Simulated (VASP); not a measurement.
**AgS: single point with PBE**

The system is AgS.

```
CELL_PARAMETERS angstrom
0.00000 2.72784 2.72784
2.72784 0.00000 2.72784
2.72784 2.72784 0.00000
ATOMIC_POSITIONS crystal
Ag 0.00000 0.00000 0.00000
S 0.50000 0.50000 0.50000
```

```json
{
 "Program": "VASP 6.6.1",
 "Task": "single point",
 "Functional": "PBE",
 "Potentials or basis": "VASP PAW PBE potentials, release 64 (Ag, S)",
 "Cutoff": "400 eV",
 "k mesh": "8 × 8 × 8",
 "Occupations": "methfessel-paxton, width 0.0168 eV",
 "Spin": "no spin polarisation",
 "Dipole correction": "no",
 "k mesh for the DOS": "12 × 12 × 12",
 "Occupations for the DOS": "tetrahedron",
 "Further INCAR settings": "ALGO = Normal; EDIFF = 1e-06; NBANDS = 16"
}
```

| Quantity | Value |
| --- | --- |
| Valence electrons inside the program's atomic spheres | Ag 9.68; S 3.58 |

Levels at points of the mesh, in eV from the Fermi level:
```tsv
k point	band 6	band 7	band 8	band 9	band 10	band 11	band 12	band 13
(0.00, 0.00, 0.00)	-3.60	-0.79	-0.79	-0.79	2.08	10.24	10.24	10.24
(0.50, 0.00, 0.00)	-3.21	-2.51	0.89	0.89	4.30	7.00	7.00	8.18
(0.50, 0.50, 0.00)	-3.09	-2.70	-1.99	-1.99	1.94	7.32	10.33	12.44
```

Run time: 22 s on 1 thread of Intel(R) Xeon(R) 6975P-C (Granite Rapids), on a shared host, peak memory 0.16 GiB.
